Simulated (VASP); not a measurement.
# KF (Fm-3m) in VASP: further runs

KF is run at these levels: PBE-based screened hybrid with 10 % exact exchange, PBE-based screened hybrid with 15 % exact exchange, PBE-based screened hybrid with 25 % exact exchange, PBE; tasks: single point.

Everything below comes from runs of VASP 6.6.1. Logs are shortened: lines on timing, memory, paths and dates and some standing lists are left out, and cuts for length are marked.

## 1. The cell of the first run

The structure is cubic, space group Fm-3m (No. 225). The conventional cell has a = 5.344 Å, b = 5.344 Å, c = 5.344 Å, α = 90.00°, β = 90.00°, γ = 90.00°. Within 3.5 Å of K (site symmetry m-3m) lie 6 F at 2.67 Å. F (site symmetry m-3m) has 6 K at 2.67 Å within 3.5 Å.

## 2. Single point, PBE-based screened hybrid with 10 % exact exchange

POSCAR reads:

```
KF
1.0
    0.0000000000      2.6718500000      2.6718500000
    2.6718500000      0.0000000000      2.6718500000
    2.6718500000      2.6718500000      0.0000000000
K F
1 1
Direct
    0.0000000000      0.0000000000      0.0000000000
    0.5000000000      0.5000000000      0.5000000000
```

INCAR.step1 reads:

```
ALGO = Normal
EDIFF = 1E-5
ENCUT = 520
GGA = PE
ISIF = 2
ISMEAR = -1
LASPH = T
LCHARG = F
LREAL = F
LWAVE = T
NBANDS = 15
NELM = 80
PREC = Accurate
SIGMA = 0.05
```

INCAR.step2 reads:

```
AEXX = 0.1
ALGO = Normal
EDIFF = 1E-6
ENCUT = 520
GGA = PE
HFSCREEN = 0.2078699
ISIF = 2
ISMEAR = -1
ISTART = 1
LASPH = T
LCHARG = F
LHFCALC = T
LREAL = F
LWAVE = F
NBANDS = 15
NELM = 80
PREC = Accurate
PRECFOCK = Normal
SIGMA = 0.05
```

KPOINTS reads:

```
k-points
0
Gamma
  5 5 5
```

Potentials or basis: VASP PAW PBE potentials, release 64 (K_sv, F).

Launch:

```bash
> cat potpaw_PBE.64/K_sv/POTCAR potpaw_PBE.64/F/POTCAR > POTCAR
> cp INCAR.step1 INCAR
> mpirun -np 1 vasp_std > vasp.out
> cp INCAR.step2 INCAR
> mpirun -np 1 vasp_std > vasp.out
```

OUTCAR:

```text
AEXX = 0.1
   EDIFF = 1E-6
   ENCUT = 520
   GGA = PE
   HFSCREEN = 0.2078699
   ISIF = 2
   ISMEAR = -1
   ISTART = 1
   LASPH = T
   LHFCALC = T
   LREAL = F
   NELM = 80
   PREC = Accurate
   PRECFOCK = Normal

 ion  position               nearest neighbor table
   1  0.000  0.000  0.000-   2 2.67   2 2.67   2 2.67   2 2.67   2 2.67   2 2.67
   2  0.500  0.500  0.500-   1 2.67   1 2.67   1 2.67   1 2.67   1 2.67   1 2.67

  LATTYP: Found a face centered cubic cell.
 ALAT       =     5.3437000000

  Lattice vectors:

 A1 = (   0.0000000000,   2.6718500000,   2.6718500000)
 A2 = (   2.6718500000,   0.0000000000,   2.6718500000)
 A3 = (   2.6718500000,   2.6718500000,   0.0000000000)

Analysis of symmetry for initial positions (statically):
=====================================================================
 Subroutine PRICEL returns:
 Original cell was already a primitive cell.

 Routine SETGRP: Setting up the symmetry group for a
 face centered cubic supercell.

 Subroutine GETGRP returns: Found 48 space group operations
 (whereof 48 operations were pure point group operations)
 out of a pool of 48 trial point group operations.

The static configuration has the point symmetry O_h .

Analysis of symmetry for dynamics (positions and initial velocities):
=====================================================================
 Subroutine PRICEL returns:
 Original cell was already a primitive cell.

 Routine SETGRP: Setting up the symmetry group for a
 face centered cubic supercell.

 Subroutine GETGRP returns: Found 48 space group operations
 (whereof 48 operations were pure point group operations)
 out of a pool of 48 trial point group operations.

The dynamic configuration has the point symmetry O_h .

 Subroutine INISYM returns: Found 48 space group operations
 (whereof 48 operations are pure point group operations),
 and found     1 'primitive' translations

----------------------------------------------------------------------------------------

                                     Primitive cell

  volume of cell :      38.1475

  direct lattice vectors                    reciprocal lattice vectors
     0.000000000  2.671850000  2.671850000    -0.187136254  0.187136254  0.187136254
     2.671850000  0.000000000  2.671850000     0.187136254 -0.187136254  0.187136254
     2.671850000  2.671850000  0.000000000     0.187136254  0.187136254 -0.187136254
[... 85 lines left out ...]
   EFERMI_NEDOS =   21; number of points for ismear=-14 and -15
   IALGO  =     38    algorithm
   IMIX   =      1    mixing-type and parameters
     AMIX     =   0.40;   BMIX     =  1.00
     AMIX_MAG =   1.60;   BMIX_MAG =  1.00
  volume/ion in A,a.u.               =      19.07       128.72
  Fermi-wavevector in a.u.,A,eV,Ry     =   1.225442  2.315750 20.431978  1.501708
  Thomas-Fermi vector in A             =   2.360480
   LORBIT       =      0    0 simple, 1 ext, 2 COOP (PROOUT), +10 PAW based schemes
   GGA     = PE    functional components
   LHFCALC =     T    Hartree Fock is set to
   PRECFOCK=normal    Normal, Fast or Accurate (Low or Medium for compatibility)
   ENCUT4O =  -1.0   cutoff for four orbital integrals eV
   NKREDX  =     1    reduce k-point grid by
   NKREDY  =     1    reduce k-point grid by
   NKREDZ  =     1    reduce k-point grid by
   AEXX    =    0.1000 exact exchange contribution
   HFSCREEN=    0.2079 screening length (either q_TF or 0.3 A-1)
   HFSCREENC=   0.2079 screening length for correlation (either q_TF or 0.3 A-1)
   ENCUTFOCK=  -1.0 apply spherical cutoff to Coloumb kernel
   IVDW    =     0    specifies the selected vdW correction
   LEPSILON=     F    determine dielectric tensor
   LRPA    =     F    only Hartree local field effects (RPA)
 non-spin polarized calculation
  energy-cutoff  :      520.00
  volume of cell :       38.15
 maximum number of plane-waves:      1032
  NGX = 24; NGY = 24; NGZ = 24

 number of electron      16.0000002 magnetization

 Free energy of the ion-electron system (eV)
  ---------------------------------------------------
  ext. energy  EPLUGINS =         0.00000000
  ---------------------------------------------------
  free energy    TOTEN  =        -8.95022192 eV

  energy without entropy =       -8.95022192  energy(sigma->0) =       -8.95022192

 E-fermi :  -2.1697     XC(G=0):  -7.8169

 val. band max:       -3.4303044297   @ k =   0.0000   0.0000   0.0000
 cond. band min:       3.5234766935   @ k =   0.0000   0.0000   0.0000
 fundamental gap:      6.9537811232
 Fermi energy:        -2.1696941630

 k-point     1 :       0.0000    0.0000    0.0000
  band No.  band energies     occupation
      1     -30.1799      2.00000
      2     -22.7059      2.00000
      3     -12.8868      2.00000
      4     -12.8868      2.00000
      5     -12.8868      2.00000
      6      -3.4303      2.00000
      7      -3.4303      2.00000
      8      -3.4303      2.00000
      9       3.5235      0.00000
     10       8.1746      0.00000
     11       8.1746      0.00000
     12       8.1746      0.00000
     13       9.9123      0.00000
     14       9.9123      0.00000
[... 149 lines left out ...]
      2     -22.7543      2.00000
      3     -13.2618      2.00000
      4     -13.2001      2.00000
      5     -12.9755      2.00000
      6      -3.8599      2.00000
      7      -3.6787      2.00000
      8      -3.5637      2.00000
      9       6.7646      0.00000
     10       7.3356      0.00000
     11       8.8875      0.00000
     12      11.0651      0.00000
     13      11.2212      0.00000
     14      12.4435      0.00000
     15      13.2457      0.00000

------------------------ aborting loop because EDIFF is reached ----------------------------------------

  FORCE on cell =-STRESS in cart. coord.  units (eV):
  Direction    XX          YY          ZZ          XY          YZ          ZX
  --------------------------------------------------------------------------------------
  -------------------------------------------------------------------------------------
  Total        0.2585932      0.2585932      0.2585932      0.0000000      0.0000000     -0.0000000
  in kB       10.8607922     10.8607922     10.8607922      0.0000000      0.0000000     -0.0000000
  external PRESSURE =      10.8607922 kB  Pullay stress =       0.0000000 kB

 VOLUME and BASIS-vectors are now :
 -----------------------------------------------------------------------------
  energy-cutoff  :      520.00
  volume of cell :       38.15
      direct lattice vectors                 reciprocal lattice vectors
     0.000000000  2.671850000  2.671850000    -0.187136254  0.187136254  0.187136254
     2.671850000  0.000000000  2.671850000     0.187136254 -0.187136254  0.187136254
     2.671850000  2.671850000  0.000000000     0.187136254  0.187136254 -0.187136254

 POSITION                                       TOTAL-FORCE (eV/Angst)
 -----------------------------------------------------------------------------------
      0.00000      0.00000      0.00000        -0.000000      0.000000     -0.000000
      2.67185      2.67185      2.67185         0.000000      0.000000      0.000000
 -----------------------------------------------------------------------------------
    total drift:                               -0.000000      0.000000      0.000000

  FREE ENERGIE OF THE ION-ELECTRON SYSTEM (eV)
  ---------------------------------------------------
  free  energy   TOTEN  =        -8.9502219247 eV

  energy  without entropy=       -8.9502219247  energy(sigma->0) =       -8.95022192
```

Wall time 4.7 min (1 thread of Intel Xeon 6975P-C (Granite Rapids), shared host); peak memory 0.27 GiB.

Results:

| Item | Value |
| --- | --- |
| Free energy | -8.9502 eV |
| Pressure | 1.1 GPa |
| Band gap on the k mesh | 6.95 eV |

Levels at points of the mesh, in eV from the valence-band top:
```csv
k point,band 5,band 6,band 7,band 8,band 9,band 10,band 11,band 12
"(0.00, 0.00, 0.00)",-9.46,0.00,0.00,0.00,6.95,11.60,11.60,11.60
```

Caveat: the PAW data sets were made with another functional, which shifts forces and pressure a little.

## 3. Single point, PBE-based screened hybrid with 15 % exact exchange

POSCAR is that of step 2.

INCAR.step1 reads:

```
PREC = Accurate
ENCUT = 520
EDIFF = 1E-5
ISMEAR = -1
SIGMA = 0.05
LREAL = False
LASPH = True
NELM = 100
ALGO = Normal
ISIF = 2
LWAVE = True
LCHARG = False
GGA = PE
NBANDS = 15
```

INCAR.step2 reads:

```
PREC = Accurate
ENCUT = 520
EDIFF = 1E-6
ISMEAR = -1
SIGMA = 0.05
LREAL = False
LASPH = True
NELM = 100
ALGO = Normal
ISIF = 2
LWAVE = False
LCHARG = False
GGA = PE
LHFCALC = True
AEXX = 0.15
HFSCREEN = 0.2078699
PRECFOCK = Normal
ISTART = 1
NBANDS = 15
```

KPOINTS reads:

```
Automatic mesh
0
Gamma
  5 5 5
```

Potentials or basis: VASP PAW PBE potentials, release 64 (K_sv, F).

Launch:

```bash
> cat potpaw_PBE.64/K_sv/POTCAR potpaw_PBE.64/F/POTCAR > POTCAR
> cp INCAR.step1 INCAR
> mpirun -np 1 vasp_std > vasp.out
> cp INCAR.step2 INCAR
> mpirun -np 1 vasp_std > vasp.out
```

Wall time 5 min (1 thread of Intel Xeon 6975P-C (Granite Rapids), shared host); peak memory 0.27 GiB.

The run converged. Its results:

* Free energy: -9.2854 eV
* Pressure: 0.9 GPa
* Band gap on the k mesh: 7.35 eV

Levels at points of the mesh, in eV from the valence-band top:
```
           k point  band 6  band 7  band 8  band 9  band 10  band 11
(0.00, 0.00, 0.00)    0.00    0.00    0.00    7.35    12.07    12.07
```

Caveat: the PAW data sets were made with another functional, which shifts forces and pressure a little.

## 4. Single point, PBE-based screened hybrid with 25 % exact exchange

POSCAR is that of step 3.

INCAR.step1 reads:

```
ALGO = Normal
EDIFF = 1E-5
ENCUT = 520
GGA = PE
ISIF = 2
ISMEAR = -1
LASPH = T
LCHARG = F
LREAL = F
LWAVE = T
NBANDS = 15
NELM = 100
PREC = Accurate
SIGMA = 0.05
```

INCAR.step2 reads:

```
AEXX = 0.25
ALGO = Normal
EDIFF = 1E-6
ENCUT = 520
GGA = PE
HFSCREEN = 0.2078699
ISIF = 2
ISMEAR = -1
ISTART = 1
LASPH = T
LCHARG = F
LHFCALC = T
LREAL = F
LWAVE = F
NBANDS = 15
NELM = 100
PREC = Accurate
PRECFOCK = Normal
SIGMA = 0.05
```

KPOINTS reads:

```
k-points
0
Gamma
  5 5 5
```

Launch:

```bash
> cat potpaw_PBE.64/K_sv/POTCAR potpaw_PBE.64/F/POTCAR > POTCAR
> cp INCAR.step1 INCAR
> mpirun -np 1 vasp_std > vasp.out
> cp INCAR.step2 INCAR
> mpirun -np 1 vasp_std > vasp.out
```

It took 5.2 min on 1 thread of Intel Xeon 6975P-C (Granite Rapids), shared host; peak memory 0.27 GiB.

Results (log left out):

```
Free energy            : -9.9654 eV
Pressure               : 0.6 GPa
Band gap on the k mesh : 8.16 eV
```

Levels at points of the mesh, in eV from the valence-band top:
```
           k point  band 5  band 6  band 7  band 8  band 9  band 10  band 11  band 12
(0.00, 0.00, 0.00)   -9.54    0.00    0.00    0.00    8.16    13.01    13.01    13.01
```

Caveat: the PAW data sets were made with another functional, which shifts forces and pressure a little.

## 5. Single point, PBE (17.93 Å³/atom)

This run uses another cell than the first one, of 17.93 Å³/atom.

INCAR reads:

```
SYSTEM = KF
PREC = Accurate
ENCUT = 520
EDIFF = 1E-6
ISMEAR = -1
SIGMA = 0.05
LREAL = .False.
LASPH = .True.
NELM = 60
ALGO = Normal
ISIF = 2
LWAVE = .False.
LCHARG = .False.
GGA = PE
NBANDS = 15
```

KPOINTS reads:

```
Automatic mesh
0
Gamma
  9 9 9
  0 0 0
```

POSCAR reads:

```
KF
1.0
    0.0000000000      2.6173071446      2.6173071446
    2.6173071446      0.0000000000      2.6173071446
    2.6173071446      2.6173071446      0.0000000000
K F
1 1
Direct
    0.0000000000      0.0000000000      0.0000000000
    0.5000000000      0.5000000000      0.5000000000
```

Launch:

```bash
> cat potpaw_PBE.64/K_sv/POTCAR potpaw_PBE.64/F/POTCAR > POTCAR
> mpirun -np 1 vasp_std > vasp.out
```

Run time: 22 s. Hardware: 1 thread of Intel Xeon Platinum 8259CL at 2.50GHz (Skylake/Cascade Lake), shared host; peak memory 0.16 GiB.

It converged, with:

```
Free energy            : -8.2494 eV
Pressure               : 4.0 GPa
Band gap on the k mesh : 6.50 eV
```

Levels at points of the mesh, in eV from the valence-band top:
```
           k point  band 6  band 7  band 8  band 9  band 10  band 11
(0.00, 0.00, 0.00)    0.00    0.00    0.00    6.50    10.85    10.85
```

Caveat: the cell stands under pressure; an odd mesh through Γ misses points on the zone boundary, where band edges can lie.

## 6. Single point, PBE (18.69 Å³/atom)

This run uses another cell than the first one, of 18.69 Å³/atom.

INCAR reads:

```
ALGO     = Normal         # electronic algorithm
EDIFF    = 1E-7           # SCF threshold, eV
ENCUT    = 520            # plane-wave cutoff, eV
GGA      = PE             # functional
ISIF     = 2              # what is computed and relaxed
ISMEAR   = -1             # smearing method
LASPH    = True           # aspherical terms in the spheres
LCHARG   = False          # write CHGCAR
LREAL    = False          # projectors in reciprocal space
LWAVE    = False          # write WAVECAR
NBANDS   = 15             # bands
NELM     = 100            # most SCF steps
PREC     = Accurate       # precision mode
SIGMA    = 0.05           # smearing width, eV
```

KPOINTS reads:

```
k-points
0
Gamma
  9 9 9
```

POSCAR reads:

```
KF
1.0
    0.0000000000      2.6539175805      2.6539175805
    2.6539175805      0.0000000000      2.6539175805
    2.6539175805      2.6539175805      0.0000000000
K F
1 1
Direct
    0.0000000000      0.0000000000      0.0000000000
    0.5000000000      0.5000000000      0.5000000000
```

Potentials or basis: VASP PAW PBE potentials, release 64 (K_sv, F).

Launch:

```bash
> cat potpaw_PBE.64/K_sv/POTCAR potpaw_PBE.64/F/POTCAR > POTCAR
> mpirun -np 1 vasp_std > vasp.out
```

It took 23 s on 1 thread of Intel Xeon Platinum 8259CL at 2.50GHz (Skylake/Cascade Lake), shared host; peak memory 0.16 GiB.

The run converged. Its results:

```
Free energy            : -8.2806 eV
Pressure               : 2.2 GPa
Band gap on the k mesh : 6.27 eV
```

Levels at points of the mesh, in eV from the valence-band top:
```csv
k point,band 6,band 7,band 8,band 9,band 10,band 11
"(0.00, 0.00, 0.00)",0.00,0.00,0.00,6.27,10.74,10.74
```

Caveat: an odd mesh through Γ misses points on the zone boundary, where band edges can lie.

## 7. Overview

| level | cell | k mesh | grid for exact exchange (PRECFOCK) | share of exact exchange | screening parameter | gap on the mesh (eV) | pressure (GPa) |
| --- | --- | --- | --- | --- | --- | --- | --- |
| PBE-based screened hybrid with 10 % exact exchange | a = 3.779 Å, angles 60.0°, 2 atoms | 5 × 5 × 5 | Normal | 0.1 | 0.20787 1/Å | 6.95 | 1.1 |
| PBE-based screened hybrid with 15 % exact exchange | a = 3.779 Å, angles 60.0°, 2 atoms | 5 × 5 × 5 | Normal | 0.15 | 0.20787 1/Å | 7.35 | 0.9 |
| PBE-based screened hybrid with 25 % exact exchange | a = 3.779 Å, angles 60.0°, 2 atoms | 5 × 5 × 5 | Normal | 0.25 | 0.20787 1/Å | 8.16 | 0.6 |
| PBE | a = 3.701 Å, angles 60.0°, 2 atoms | 9 × 9 × 9 | - | - | - | 6.50 | 4.0 |
| PBE | a = 3.753 Å, angles 60.0°, 2 atoms | 9 × 9 × 9 | - | - | - | 6.27 | 2.2 |

Alike in all rows: task single point; potentials or basis VASP PAW PBE potentials, release 64 (K_sv, F); no spin polarisation; cutoff (eV) 520; smearing fermi-dirac 0.05 eV.

On the cell as given the gap runs from 6.95 eV (PBE-based screened hybrid with 10 % exact exchange) to 8.16 eV (PBE-based screened hybrid with 25 % exact exchange). The pressure there spans 0.6 GPa (PBE-based screened hybrid with 25 % exact exchange) to 1.1 GPa (PBE-based screened hybrid with 10 % exact exchange); a positive pressure means that this level wants a larger cell, a negative one a smaller.

Caveats: the PAW data sets were made with another functional, which shifts forces and pressure a little (at least some runs); an odd mesh through Γ misses points on the zone boundary, where band edges can lie (at least some runs); the cell stands under pressure (at least some runs).

Total energies depend on the potentials used, so only differences within one code and one set of settings carry meaning.
